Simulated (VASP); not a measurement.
The system is Co.

```xyz
2
Lattice="2.4874 0.0000 0.0000 -1.2437 2.1541 0.0000 0.0000 0.0000 4.0633" Properties=species:S:1:pos:R:3 pbc="T T T"
Co    0.0000    1.4361    3.0074
Co    1.2437    0.7180    1.0559
```

Base run:

* Program: VASP 6.6.1
* Functional: PBE
* Potentials or basis: VASP PAW PBE potentials, release 64 (Co_sv)
* Cutoff: 600 eV
* k mesh: 12 × 12 × 7
* Occupations: fermi-dirac, width 0.05 eV
* Spin: collinear spin, ferromagnetic start
* Starting moments: [2.0, 2.0] μB

Its results: pressure -3.1 GPa; net moment 3.27 μB per cell; site moments Co +1.71 μB; largest force 0.494 eV/Å.

Task: The run is repeated on the same cell with these changes: functional from PBE to LDA; potentials or basis from VASP PAW PBE potentials, release 64 (Co_sv) to VASP PAW LDA potentials, release 64 (Co_sv). What comes out?

Result: Pressure -21.5 GPa; net moment 3.10 μB per cell; site moments Co +1.58 μB; largest force 0.424 eV/Å.

Caveats: the cell stands under tension.
